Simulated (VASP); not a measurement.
YTl: relaxation of cell and atoms with LDA

YTl:

```
Y Tl
1.0
     3.75000    0.00000    0.00000
     0.00000    3.75000    0.00000
     0.00000    0.00000    3.75000
Y Tl
1 1
Direct
  0.00000 0.00000 0.00000
  0.50000 0.50000 0.50000
```

- Program: VASP 6.6.1
- Task: relaxation of cell and atoms
- Functional: LDA
- Potentials or basis: VASP PAW LDA potentials, release 64 (Y_sv, Tl_d)
- Cutoff: 600 eV
- k mesh: 5 × 5 × 5
- Occupations: gaussian, width 0.05 eV
- Spin: no spin polarisation
- Dipole correction: no
- Further INCAR settings: ALGO = Normal; EDIFF = 1e-07; IBRION = 2; EDIFFG = -0.01; NSW = 80; ISIF = 3

```
Relaxed volume                        : 25.49 Å³/atom
Relaxed cell                          : a = 3.708 Å, b = 3.708 Å, c = 3.708 Å, α = 90.00°, β = 90.00°, γ = 90.00°
Space group after relaxing (to 0.1 Å) : Pm-3m (No. 221)
Energy gained by relaxing             : 6.4 meV/atom
Ionic steps                           : 3
Pressure after relaxing               : 0.0 GPa
Band gap on the k mesh                : zero (bands 12 and 13 overlap by 0.85 eV)
```

The path:
| step | energy change (eV) | largest force (eV/Å) | pressure (GPa) | volume (Å³) |
| --- | --- | --- | --- | --- |
| 1 | 0.0000 | 0.0000 | -2.24 | 52.73 |
| 2 | -0.0082 | 0.0000 | 1.45 | 49.97 |
| 3 | -0.0127 | 0.0000 | 0.00 | 50.97 |

Final structure:
```cif
data_structure
_symmetry_space_group_name_H-M 'P 1'
_symmetry_Int_Tables_number 1
_cell_length_a 3.7077
_cell_length_b 3.7077
_cell_length_c 3.7077
_cell_angle_alpha 90.000
_cell_angle_beta 90.000
_cell_angle_gamma 90.000
_cell_volume 50.97
loop_
_atom_site_label
_atom_site_type_symbol
_atom_site_fract_x
_atom_site_fract_y
_atom_site_fract_z
_atom_site_occupancy
Y1 Y 0.00000 0.00000 0.00000 1
Tl1 Tl 0.50000 0.50000 0.50000 1
```

Levels at points of the mesh, in eV from the Fermi level:
```
           k point  band 8  band 9  band 10  band 11  band 12  band 13  band 14  band 15  band 16
(0.00, 0.00, 0.00)  -11.22  -11.22    -8.97     0.02     0.02     3.43     3.43     3.43     3.76
```

Run time: 38 s on 1 thread of Intel(R) Xeon(R) Platinum 8488C (Sapphire Rapids), on a shared host, peak memory 0.16 GiB.

Caveat: spin-orbit coupling is left out, which moves the levels of the heavy elements.
